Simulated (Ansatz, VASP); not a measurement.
## Pd in VASP and in Ansatz

File INCAR:

```
PREC = Accurate
ENCUT = 520
EDIFF = 1E-7
ISMEAR = 0
SIGMA = 0.15
LREAL = False
LASPH = True
NELM = 100
ALGO = Normal
ISIF = 2
LWAVE = False
LCHARG = False
GGA = PE
NBANDS = 11
```

File KPOINTS:

```
Automatic mesh
0
Gamma
  8 8 8
```

Contents of POSCAR:

```
Pd
1.0
    0.0000000000      1.9449000000      1.8962775000
    1.9449000000      0.0000000000      1.8962775000
    1.9449000000      1.9449000000      0.0000000000
Pd
1
Direct
    0.0000000000      0.0000000000      0.0000000000
```

Input for Ansatz:

```yaml
crystal:
  lattice:
    - [0.0, 1.9449, 1.8962775]
    - [1.9449, 0.0, 1.8962775]
    - [1.9449, 1.9449, 0.0]
  atoms:
    - { symbol: Pd, position: [0.0, 0.0, 0.0] }
basis:
  ecutwfc: 420
kpoints:
  mp_grid: { grid: [8, 8, 8] }
hamiltonian:
  xc: pbe
scf:
  occupations: { method: gaussian, width: 0.15 }
output:
  forces: true
  stress: true
  eigenvalues: true
```

Change from the starting cell: strain +0.000 along x and y, -0.025 along z, atoms carried along.

Alike in both runs: task single point; functional PBE; k mesh 8 × 8 × 8; occupations gaussian, width 0.15 eV; no spin polarisation.

```csv
,VASP,Ansatz
version,VASP 6.6.1,Ansatz 0.2.0
potentials or method,"VASP PAW PBE potentials, release 64 (Pd), cutoff 520 eV","scalar-relativistic, plane waves, PAW"
valence electrons in the cell,10,18
```

|  | VASP | Ansatz | Ansatz less VASP |
| --- | --- | --- | --- |
| gap on the k mesh at the Fermi level (eV) | none | none | - |
| pressure (GPa) | 13.9 | 14.2 | +0.37 |
| traceless stress, the component that is largest in VASP (GPa) | 0.93 | 0.94 | +0.009 |

A gap of «none» marks a metal or a gap that the smearing closes. VASP's potentials hold 10 valence electrons a cell and Ansatz's 18, so a difference there can come from the potentials and not from the codes.
